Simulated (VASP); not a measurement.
# MoS2 in VASP: further runs

The runs below take MoS2 through single point, with PBE+D3(BJ), RPBE+D3(BJ).

Everything below comes from runs of VASP 6.6.1. Logs are shortened: lines on timing, memory, paths and dates and some standing lists are left out, and cuts for length are marked.

## Step 1: The cell of the first run

The cell holds a slab with vacuum, 6 atoms: a = 3.120 Å, b = 3.120 Å, c = 21.228 Å, α = 90.00°, β = 90.00°, γ = 120.00°.

## Step 2: Single point, PBE+D3(BJ)

File INCAR:

```
SYSTEM = MoS2
PREC = Accurate
ENCUT = 520
EDIFF = 1E-6
ISMEAR = -1
SIGMA = 0.05
LREAL = .False.
LASPH = .True.
NELM = 100
ALGO = Normal
ISIF = 2
LWAVE = .False.
LCHARG = .True.
GGA = PE
IVDW = 12
LELF = .True.
LVHAR = .True.
NBANDS = 35
```

File KPOINTS:

```
Automatic mesh
0
Gamma
  10 10 2
  0 0 0
```

File POSCAR:

```
MoS2
1.0
    3.1195325729      0.0000000000      0.0000000000
   -1.5597662865      2.7015944561      0.0000000000
    0.0000000000      0.0000000000     21.2281547802
Mo S
2 4
Direct
    0.3333333333      0.6666666667      0.8511602300
    0.6666666667      0.3333333333      0.1488397700
    0.6666666667      0.3333333333      0.7796253900
    0.3333333333      0.6666666667      0.0772510000
    0.6666666667      0.3333333333      0.9227490000
    0.3333333333      0.6666666667      0.2203746100
```

Potentials or basis: VASP PAW PBE potentials, release 64 (Mo_sv, S).

Launch:

```
cat potpaw_PBE.64/Mo_sv/POTCAR potpaw_PBE.64/S/POTCAR > POTCAR
mpirun -np 1 vasp_std > vasp.out
```

OUTCAR:

```text
SYSTEM = MoS2
   PREC = Accurate
   ENCUT = 520
   EDIFF = 1E-6
   ISMEAR = -1
   LREAL = .False.
   LASPH = .True.
   NELM = 100
   ISIF = 2
   GGA = PE
   IVDW = 12
 IVDW          = 12

 ion  position               nearest neighbor table
   1  0.333  0.667  0.851-   3 2.36   3 2.36   3 2.36   5 2.36   5 2.36   5 2.36
   2  0.667  0.333  0.149-   6 2.36   6 2.36   6 2.36   4 2.36   4 2.36   4 2.36
   3  0.667  0.333  0.780-   1 2.36   1 2.36   1 2.36
   4  0.333  0.667  0.077-   2 2.36   2 2.36   2 2.36
   5  0.667  0.333  0.923-   1 2.36   1 2.36   1 2.36
   6  0.333  0.667  0.220-   2 2.36   2 2.36   2 2.36

  LATTYP: Found a hexagonal cell.
 ALAT       =     3.1195325729
 C/A-ratio  =     6.8049152506

  Lattice vectors:

 A1 = (   3.1195325729,   0.0000000000,   0.0000000000)
 A2 = (  -1.5597662865,   2.7015944561,   0.0000000000)
 A3 = (   0.0000000000,   0.0000000000,  21.2281547802)

Analysis of symmetry for initial positions (statically):
=====================================================================
 Subroutine PRICEL returns:
 Original cell was already a primitive cell.

 Routine SETGRP: Setting up the symmetry group for a
 hexagonal supercell.

 Subroutine GETGRP returns: Found 12 space group operations
 (whereof 12 operations were pure point group operations)
 out of a pool of 24 trial point group operations.

The static configuration has the point symmetry D_3d.

Analysis of symmetry for dynamics (positions and initial velocities):
=====================================================================
 Subroutine PRICEL returns:
 Original cell was already a primitive cell.

 Routine SETGRP: Setting up the symmetry group for a
 hexagonal supercell.

 Subroutine GETGRP returns: Found 12 space group operations
 (whereof 12 operations were pure point group operations)
 out of a pool of 24 trial point group operations.

The dynamic configuration has the point symmetry D_3d.

 Subroutine INISYM returns: Found 12 space group operations
 (whereof 12 operations are pure point group operations),
 and found     1 'primitive' translations

----------------------------------------------------------------------------------------

                                     Primitive cell

  volume of cell :     178.9048

  direct lattice vectors                    reciprocal lattice vectors
     3.119532573  0.000000000  0.000000000     0.320560846  0.185075891  0.000000000
    -1.559766286  2.701594456  0.000000000     0.000000000  0.370151781  0.000000000
     0.000000000  0.000000000 21.228154780     0.000000000  0.000000000  0.047107250

  length of vectors
     3.119532573  3.119532573 21.228154780     0.370151781  0.370151781  0.047107250

  position of ions in fractional coordinates (direct lattice)
     0.333333333  0.666666667  0.851160230
     0.666666667  0.333333333  0.148839770
     0.666666667  0.333333333  0.779625390
     0.333333333  0.666666667  0.077251000
     0.666666667  0.333333333  0.922749000
     0.333333333  0.666666667  0.220374610

  ion indices of the primitive-cell ions
   primitive index   ion index
                 1           1
                 2           2
                 3           3
                 4           4
                 5           5
                 6           6

----------------------------------------------------------------------------------------

 KPOINTS: Automatic mesh

Automatic generation of k-mesh.
 Grid dimensions read from file:
 generate k-points for:   10   10    2

 Generating k-lattice:

  Cartesian coordinates                     Fractional coordinates (reciprocal lattice)
     0.032056085  0.018507589  0.000000000     0.100000000 -0.000000000  0.000000000
     0.000000000  0.037015178  0.000000000     0.000000000  0.100000000  0.000000000
     0.000000000  0.000000000  0.023553625     0.000000000  0.000000000  0.500000000

  Length of vectors
     0.037015178  0.037015178  0.023553625

  Shift w.r.t. Gamma in fractional coordinates (k-lattice)
     0.000000000  0.000000000  0.000000000

 Subroutine IBZKPT returns following result:
 ===========================================

 Found     28 irreducible k-points:

 Following reciprocal coordinates:
            Coordinates               Weight
  0.000000  0.000000  0.000000      1.000000
  0.100000  0.000000  0.000000      6.000000
  0.200000  0.000000  0.000000      6.000000
  0.300000  0.000000  0.000000      6.000000
  0.400000  0.000000  0.000000      6.000000
  0.500000  0.000000  0.000000      3.000000
[... 16 lines left out ...]
  0.300000  0.100000  0.500000     12.000000
  0.400000  0.100000  0.500000     12.000000
 [... further k-points ...]
   k-points           NKPTS =     28   k-points in BZ     NKDIM =     28   number of bands    NBANDS=     35
   number of dos      NEDOS =    301   number of ions     NIONS =      6
   total plane-waves  NPLWV =  92160
   dimension x,y,z NGX =    24 NGY =   24 NGZ =  160
   dimension x,y,z NGXF=    48 NGYF=   48 NGZF=  320
   ions per type =               2   4
   NGX,Y,Z   is equivalent  to a cutoff of  12.79, 12.79, 12.53 a.u.
   NGXF,Y,Z  is equivalent  to a cutoff of  25.58, 25.58, 25.06 a.u.
 SYSTEM =  MoS2
   PREC   = accura    normal or accurate (medium, high low for compatibility)
   ISTART =      0    job   : 0-new  1-cont  2-samecut
   ICHARG =      2    charge: 1-file 2-atom 10-const
   ISPIN  =      1    spin polarized calculation?
   LNONCOLLINEAR =      F non collinear calculations
   LSORBIT =      F    spin-orbit coupling
   LASPH  =      T    aspherical Exc in radial PAW
   ENCUT  =  520.0 eV  38.22 Ry    6.18 a.u.   5.80  5.80 39.47*2*pi/ulx,y,z
   NELM   =    100;   NELMIN=  2; NELMDL= -5     # of ELM steps
   EDIFF  = 0.1E-05   stopping-criterion for ELM
   LREAL  =      F    real-space projection
   EDIFFG = 0.1E-04   stopping-criterion for IOM
   NSW    =      0    number of steps for IOM
   IBRION =     -1    ionic relax: 0-MD 1-quasi-New 2-CG
   NFREE  =      0    steps in history (QN), initial steepest desc. (CG)
   ISIF   =      2    stress and relaxation
   ISYM   =      2    0-nonsym 1-usesym 2-fastsym
   POTIM  = 0.5000    time-step for ionic-motion
   TEBEG  =    0.0;   TEEND  =   0.0 temperature during run
   PSTRESS=    0.0 pullay stress
   NELECT =      52.0000    total number of electrons
   NUPDOWN=      -1.0000    fix difference up-down
   EMIN   =  10.00;   EMAX   =-10.00  energy-range for DOS
   EFERMI =   0.00;   METHOD = LEGACY
   ISMEAR =    -1;   SIGMA  =   0.05  broadening in eV -4-tet -1-fermi 0-gaus
   EFERMI_NEDOS =   21; number of points for ismear=-14 and -15
   IALGO  =     38    algorithm
   IMIX   =      4    mixing-type and parameters
     AMIX     =   0.40;   BMIX     =  1.00
     AMIX_MAG =   1.60;   BMIX_MAG =  1.00
  volume/ion in A,a.u.               =      29.82       201.22
  Fermi-wavevector in a.u.,A,eV,Ry     =   1.084431  2.049278 16.000327  1.175991
  Thomas-Fermi vector in A             =   2.220521
   LORBIT       =      0    0 simple, 1 ext, 2 COOP (PROOUT), +10 PAW based schemes
   GGA     = PE    functional components
   LHFCALC =     F    Hartree Fock is set to
   AEXX    =    0.0000 exact exchange contribution
   IVDW    =    12    specifies the selected vdW correction
   LEPSILON=     F    determine dielectric tensor
   LRPA    =     F    only Hartree local field effects (RPA)
 non-spin polarized calculation
  energy-cutoff  :      520.00
  volume of cell :      178.90
 maximum number of plane-waves:      4840
 NGX is ok and might be reduce to    24
   NGX = 11   NGY = 11   NGZ = 79

 number of electron      51.9999994 magnetization

 Free energy of the ion-electron system (eV)
  ---------------------------------------------------
  ext. energy  EPLUGINS =         0.00000000
  ---------------------------------------------------
  free energy    TOTEN  =       -43.43792385 eV

  energy without entropy =      -43.43792380  energy(sigma->0) =      -43.43792382

 E-fermi :   2.7969     XC(G=0):  -6.8216

 val. band max:        2.1105013287   @ k =   0.0000   0.0000   0.0000
 cond. band min:       3.6028610184   @ k =   0.3000   0.3000   0.0000
 fundamental gap:      1.4923596897
 Fermi energy:         2.7969038395

 k-point     1 :       0.0000    0.0000    0.0000
  band No.  band energies     occupation
      1     -59.0717      2.00000
      2     -59.0717      2.00000
      3     -33.2779      2.00000
      4     -33.2779      2.00000
      5     -33.0052      2.00000
      6     -33.0052      2.00000
[... 27 lines left out ...]
     34       5.0435      0.00000
     35       7.0572      0.00000

 k-point     2 :       0.1000    0.0000    0.0000
  band No.  band energies     occupation
      1     -59.0669      2.00000
      2     -59.0669      2.00000
      3     -33.2686      2.00000
      4     -33.2685      2.00000
      5     -33.0518      2.00000
      6     -33.0518      2.00000
[... 27 lines left out ...]
     34       4.9480      0.00000
     35       7.2803      0.00000

 k-point     3 :       0.2000    0.0000    0.0000
  band No.  band energies     occupation
      1     -59.0544      2.00000
      2     -59.0544      2.00000
      3     -33.2440      2.00000
      4     -33.2440      2.00000
      5     -33.1720      2.00000
      6     -33.1720      2.00000
[... 27 lines left out ...]
     34       5.5538      0.00000
     35       7.8690      0.00000

 k-point     4 :       0.3000    0.0000    0.0000
  band No.  band energies     occupation
      1     -59.0389      2.00000
      2     -59.0389      2.00000
      3     -33.3176      2.00000
      4     -33.3176      2.00000
      5     -33.2135      2.00000
      6     -33.2135      2.00000
[... 27 lines left out ...]
     34       6.0859      0.00000
     35       8.7246      0.00000

 k-point     5 :       0.4000    0.0000    0.0000
  band No.  band energies     occupation
      1     -59.0262      2.00000
      2     -59.0262      2.00000
      3     -33.4330      2.00000
      4     -33.4330      2.00000
      5     -33.1887      2.00000
      6     -33.1887      2.00000
[... 638 lines left out ...]
 k-point    22 :       0.2000    0.1000    0.5000
  band No.  band energies     occupation
      1     -59.0442      2.00000
      2     -59.0442      2.00000
      3     -33.2564      2.00000
      4     -33.2564      2.00000
      5     -33.2241      2.00000
      6     -33.2241      2.00000
[... 27 lines left out ...]
     34       6.1449      0.00000
     35       8.4324      0.00000

 k-point    23 :       0.3000    0.1000    0.5000
  band No.  band energies     occupation
      1     -59.0301      2.00000
      2     -59.0301      2.00000
      3     -33.3784      2.00000
      4     -33.3783      2.00000
      5     -33.1964      2.00000
      6     -33.1964      2.00000
[... 27 lines left out ...]
     34       6.4839      0.00000
     35       9.3266      0.00000

 k-point    24 :       0.4000    0.1000    0.5000
  band No.  band energies     occupation
      1     -59.0214      2.00000
      2     -59.0214      2.00000
      3     -33.4526      2.00000
      4     -33.4526      2.00000
      5     -33.1793      2.00000
      6     -33.1792      2.00000
[... 27 lines left out ...]
     34       6.3773      0.00000
     35       8.3555      0.00000

 [... further k-points ...]

------------------------ aborting loop because EDIFF is reached ----------------------------------------

 Edisp (eV)   -2.26437

 E8    (eV) :    -0.9444

  FORCE on cell =-STRESS in cart. coord.  units (eV):
  Direction    XX          YY          ZZ          XY          YZ          ZX
  --------------------------------------------------------------------------------------
  -------------------------------------------------------------------------------------
  Total       4.51788     4.51788     6.82484    -0.00000     0.00000    -0.00000
  in kB      40.45974    40.45974    61.11969    -0.00000     0.00000    -0.00000
  external pressure =       47.35 kB  Pullay stress =        0.00 kB

 VOLUME and BASIS-vectors are now :
 -----------------------------------------------------------------------------
  energy-cutoff  :      520.00
  volume of cell :      178.90
      direct lattice vectors                 reciprocal lattice vectors
     3.119532573  0.000000000  0.000000000     0.320560846  0.185075891  0.000000000
    -1.559766286  2.701594456  0.000000000     0.000000000  0.370151781  0.000000000
     0.000000000  0.000000000 21.228154780     0.000000000  0.000000000  0.047107250

 POSITION                                       TOTAL-FORCE (eV/Angst)
 -----------------------------------------------------------------------------------
     -0.00000      1.80106     18.06856        -0.000000      0.000000      0.064645
      1.55977      0.90053      3.15959         0.000000     -0.000000     -0.064645
      1.55977      0.90053     16.55001        -0.000000     -0.000000     -1.227545
     -0.00000      1.80106      1.63990        -0.000000      0.000000     -1.270347
      1.55977      0.90053     19.58826         0.000000     -0.000000      1.270347
     -0.00000      1.80106      4.67815        -0.000000     -0.000000      1.227545
 -----------------------------------------------------------------------------------
    total drift:                                0.000000     -0.000000      0.000000

  FREE ENERGIE OF THE ION-ELECTRON SYSTEM (eV)
  ---------------------------------------------------
  free  energy   TOTEN  =       -45.7022949295 eV

  energy  without entropy=      -45.7022948869  energy(sigma->0) =      -45.70229491
```

Run time: 8.3 min. Hardware: 1 thread of Intel Xeon 8259CL, shared host; peak memory 0.34 GiB.

Results:

| Property | Result |
| --- | --- |
| Free energy | -45.7023 eV |
| Largest force | 1.270 eV/Å |
| Band gap on the k mesh | 1.49 eV (least direct gap 2.06 eV) |
| Dispersion energy per atom | -0.377 eV |

Forces in eV/Å, atoms in the order of the input:
```
Mo   0.000  0.000  0.065
Mo   0.000  0.000 -0.065
S    0.000  0.000 -1.228
S    0.000  0.000 -1.270
S    0.000  0.000  1.270
S    0.000  0.000  1.228
```

Caveat: there is no dipole correction, which matters where the two faces differ.

## Step 3: Single point, RPBE+D3(BJ)

File INCAR:

```
SYSTEM = MoS2
  ALGO = Normal
  EDIFF = 1E-7
  ENCUT = 520
  GGA = RP
  ISIF = 2
  ISMEAR = -1
  IVDW = 12
  LASPH = .True.
  LCHARG = .True.
  LELF = .True.
  LREAL = .False.
  LVHAR = .True.
  LWAVE = .False.
  NBANDS = 35
  NELM = 80
  PREC = Accurate
  SIGMA = 0.05
```

File KPOINTS:

```
k-points
0
Gamma
  10 10 2
  0 0 0
```

POSCAR is that of step 2.

Potentials or basis: VASP PAW PBE potentials, release 64 (Mo_sv, S).

Launch:

```
cat potpaw_PBE.64/Mo_sv/POTCAR potpaw_PBE.64/S/POTCAR > POTCAR
mpirun -np 1 vasp_std > vasp.out
```

It took 9.8 min on 1 thread of Intel Xeon 8259CL, shared host; peak memory 0.34 GiB.

It converged, with:

- Free energy: -52.5258 eV
- Largest force: 0.719 eV/Å
- Band gap on the k mesh: 1.51 eV (least direct gap 2.06 eV)
- Dispersion energy per atom: -1.944 eV

Forces in eV/Å, atoms in the order of the input:
```
Mo   0.000  0.000  0.083
Mo   0.000  0.000 -0.083
S    0.000  0.000 -0.591
S    0.000  0.000 -0.719
S    0.000  0.000  0.719
S    0.000  0.000  0.591
```

Levels at points of the mesh, in eV from the valence-band top:
```tsv
k point	band 22	band 23	band 24	band 25	band 26	band 27	band 28	band 29	band 30	band 31
(0.00, 0.00, 0.00)	-2.04	-2.04	-1.80	-0.56	0.00	2.54	2.54	2.55	2.55	2.89
(0.50, 0.00, 0.00)	-2.29	-1.43	-1.38	-1.10	-1.06	2.02	2.04	2.56	2.66	3.59
(0.00, 0.00, 0.50)	-2.04	-2.04	-1.80	-0.56	0.00	2.54	2.54	2.55	2.55	2.89
(0.50, 0.00, 0.50)	-2.29	-1.43	-1.38	-1.10	-1.06	2.02	2.04	2.56	2.66	3.59
```

Caveat: the dispersion term is far too large for a dense solid, which distorts pressure and volume; there is no dipole correction, which matters where the two faces differ; the PAW data sets were made with another functional, which shifts forces and pressure a little.
